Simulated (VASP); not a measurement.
Here is a VASP 6.6.1 calculation.

The input INCAR:

```
SYSTEM = KYMg6
ALGO = Fast
EDIFF = 1E-7
ENCUT = 520
GGA = PE
ISIF = 2
ISMEAR = -1
LASPH = .TRUE.
LCHARG = .FALSE.
LREAL = .FALSE.
LWAVE = .FALSE.
NBANDS = 26
NELM = 100
PREC = Accurate
SIGMA = 0.05
```

Contents of KPOINTS:

```
k-points
0
G
  5 5 5
  0 0 0
```

POSCAR

```
KYMg6
1.0
    5.4344610685      0.0000000000      0.0000000000
    0.0000000000      3.5078763017      5.9183612142
    0.0000000000     -3.5078763017      5.9183612142
Y K Mg
1 1 6
Direct
    0.0000000000      0.8468330000      0.8468330000
    0.5000000000      0.6496090000      0.6496090000
    0.5000000000      0.1664510000      0.1664510000
    0.5000000000      0.6682610000      0.1534430000
    0.5000000000      0.1534430000      0.6682610000
    0.0000000000      0.3440530000      0.3440530000
    0.0000000000      0.8509780000      0.3203700000
    0.0000000000      0.3203700000      0.8509780000
```

Potentials or basis: VASP PAW PBE potentials, release 64 (Y_sv, K_sv, Mg).

Command:

```bash
$ cat potpaw_PBE.64/Y_sv/POTCAR potpaw_PBE.64/K_sv/POTCAR potpaw_PBE.64/Mg/POTCAR > POTCAR
$ mpirun -np 1 vasp_std > vasp.out
```

(1) What does it give for the largest force?

(2) Estimate the pressure.

## Answers

(1) 0.070 eV/Å.

(2) -0.6 GPa.
